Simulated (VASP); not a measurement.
A run of VASP 6.6.1:

File POSCAR:

```
Nb3Sn
1.0
    5.2451825900      0.0000000000      0.0000000000
    0.0000000000      5.2451825900      0.0000000000
    0.0000000000      0.0000000000      5.2451825900
Sn Nb
2 6
Direct
    0.0000000000      0.0000000000      0.0000000000
    0.5000000000      0.5000000000      0.5000000000
    0.2500000000      0.0000000000      0.5000000000
    0.5000000000      0.7500000000      0.0000000000
    0.7500000000      0.0000000000      0.5000000000
    0.5000000000      0.2500000000      0.0000000000
    0.0000000000      0.5000000000      0.7500000000
    0.0000000000      0.5000000000      0.2500000000
```

File INCAR.step1:

```
SYSTEM = Nb3Sn
ALGO = Normal
EDIFF = 1E-4
ENCUT = 520
GGA = PE
ISMEAR = -5
LASPH = .TRUE.
LCHARG = .FALSE.
LREAL = .FALSE.
LWAVE = .TRUE.
NBANDS = 63
NELM = 60
PREC = Accurate
SIGMA = 0.1
```

INCAR.step2

```
SYSTEM = Nb3Sn
ALGO = Normal
EDIFF = 1E-6
ENCUT = 520
ISIF = 2
ISMEAR = -5
ISTART = 1
LASPH = .TRUE.
LCHARG = .TRUE.
LELF = .TRUE.
LMIXTAU = .TRUE.
LREAL = .FALSE.
LVHAR = .TRUE.
LWAVE = .FALSE.
METAGGA = R2SCAN
NBANDS = 63
NELM = 60
PREC = Accurate
SIGMA = 0.1
```

KPOINTS

```
k-points
0
G
  5 5 5
  0 0 0
```

Potentials or basis: VASP PAW PBE potentials, release 64 (Sn_d, Nb_sv).

The run is started by

```bash
$ cat potpaw_PBE.64/Sn_d/POTCAR potpaw_PBE.64/Nb_sv/POTCAR > POTCAR
$ cp INCAR.step1 INCAR
$ mpirun -np 1 vasp_std > vasp.out
$ cp INCAR.step2 INCAR
$ mpirun -np 1 vasp_std > vasp.out
```

Hardware: 1 thread of Intel(R) Xeon(R) Platinum 8559C (Emerald Rapids) (shared host).

Q: Estimate the wall time of this run.

A: Wall time 3.4 min on 1 thread of Intel(R) Xeon(R) Platinum 8559C (Emerald Rapids), on a shared host, peak memory 0.28 GiB. Counts: k points 10.
